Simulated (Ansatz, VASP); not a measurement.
# One calculation of GaP, two programs

```
Ga P
1.0
     0.00000    2.72581    2.72581
     2.72581    0.00000    2.72581
     2.72581    2.72581    0.00000
Ga P
1 1
Direct
  0.00000 0.00000 0.00000
  0.75000 0.75000 0.75000
```

Change from the starting cell: strained cell.

Alike in both runs: task relaxation of the atoms; functional LDA; k mesh 8 × 8 × 8; occupations gaussian, width 0.02 eV; no spin polarisation.

|  | VASP | Ansatz |
| --- | --- | --- |
| version | VASP 6.6.1 | Ansatz 0.2.0 |
| potentials or method | VASP PAW LDA potentials, release 64 (Ga_d, P), cutoff 520 eV | scalar-relativistic, plane waves, PAW |
| valence electrons in the cell | 18 | 18 |

```csv
,VASP,Ansatz,Ansatz less VASP
"gap on the k mesh at the Fermi level, each at its own relaxed structure (eV)",1.49,1.49,-0.002
```

Ansatz warns that its potentials were made for another functional, while VASP's fit it. LDA's correlation is that of Perdew and Zunger in VASP and of Perdew and Wang (1992) in Ansatz. Ansatz's warnings: stress scf threshold loose.

Noted on VASP's run: the relaxation stopped at its first step, so nothing moved.
